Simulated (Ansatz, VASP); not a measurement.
## One calculation of Ir, two programs

The input INCAR:

```
SYSTEM = Ir
PREC = Accurate
ENCUT = 520
EDIFF = 1E-6
ISMEAR = 0
SIGMA = 0.15
LREAL = .False.
LASPH = .True.
NELM = 60
ALGO = Fast
ISIF = 2
LWAVE = .False.
LCHARG = .True.
GGA = PS
LELF = .True.
LVHAR = .True.
NBANDS = 10
```

File KPOINTS:

```
Automatic mesh
0
Gamma
  22 22 22
  0 0 0
```

POSCAR

```
Ir
1.0
    0.0000000000      2.0732760000      2.0732760000
    2.0732760000      0.0000000000      2.0732760000
    2.0732760000      2.0732760000      0.0000000000
Ir
1
Direct
    0.0000000000      0.0000000000      0.0000000000
```

Input for Ansatz:

```yaml
crystal:
  lattice:
    - [0.0, 2.073276, 2.073276]
    - [2.073276, 0.0, 2.073276]
    - [2.073276, 2.073276, 0.0]
  atoms:
    - { symbol: Ir, position: [0.0, 0.0, 0.0] }
basis:
  ecutwfc: 420
kpoints:
  mp_grid: { grid: [22, 22, 22] }
hamiltonian:
  xc: pbesol
scf:
  occupations: { method: gaussian, width: 0.15 }
output:
  forces: true
  stress: true
  eigenvalues: true
```

Change from the starting cell: strain +0.080 along x and y, +0.080 along z, atoms carried along.

Alike in both runs: task single point; functional PBEsol; k mesh 22 × 22 × 22; occupations gaussian, width 0.15 eV; no spin polarisation.

|  | VASP | Ansatz |
| --- | --- | --- |
| version | VASP 6.6.1 | Ansatz 0.2.0 |
| potentials or method | VASP PAW PBE potentials, release 64 (Ir), cutoff 520 eV | scalar-relativistic, plane waves, PAW |
| valence electrons in the cell | 9 | 17 |

```tsv
	VASP	Ansatz	Ansatz less VASP
gap on the k mesh at the Fermi level (eV)	none	none	-
pressure (GPa)	-49.4	-49.7	-0.27
```

VASP's potentials were made for PBE, not for PBEsol. A gap of «none» marks a metal or a gap that the smearing closes. Both programs put the cell under strong tension, so it lies far from rest at this level. The functional is the same, so the differences come from potentials, cutoffs and numerics. VASP's potentials hold 9 valence electrons a cell and Ansatz's 17, so a difference there can come from the potentials and not from the codes.

Neither program's run includes spin-orbit coupling. Noted on VASP's run: the cell as given lies far from equilibrium.
